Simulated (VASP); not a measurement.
The system is MnO.

```xyz
4
Lattice="3.3717 0.0000 0.0000 -1.6859 2.9200 0.0000 0.0000 0.0000 5.3855" Properties=species:S:1:pos:R:3 pbc="T T T"
Mn    0.0000    1.9467    0.0590
Mn    1.6859    0.9733    2.7518
O     0.0000    1.9467    2.0221
O     1.6859    0.9733    4.7148
```

Base run:

- Program: VASP 6.6.1
- Functional: PBE
- Potentials or basis: VASP PAW PBE potentials, release 64 (Mn_pv, O)
- Cutoff: 520 eV
- k mesh: 9 × 9 × 5
- Occupations: fermi-dirac, width 0.05 eV
- Spin: no spin polarisation
- Hubbard terms: Mn d U = 4.0 eV

Its results: band gap on the k mesh zero (bands 19 and 20 overlap by 0.84 eV); pressure -19.3 GPa; largest force 0.984 eV/Å.

The run is repeated on the same cell with these changes: spin from no spin polarisation to collinear spin, antiferromagnetic start; further incar settings from ALGO = Normal; EDIFF = 1e-06; NBANDS = 27 to ALGO = Normal; EDIFF = 1e-06; NBANDS = 31. What comes out?

Band gap on the k mesh 0.65 eV (least direct gap 0.68 eV); pressure 7.8 GPa; net moment 0.00 μB per cell; site moments Mn +4.52, -4.52; O -0.05, +0.05 μB; largest force 0.654 eV/Å.

Caveats: the stress differs along the axes, from -24 to -10 GPa (at least some runs); U without spin polarisation on a metal has little footing (at least some runs); the stress differs along the axes, from 6 to 12 GPa (at least some runs).

A k mesh can miss the band edges.
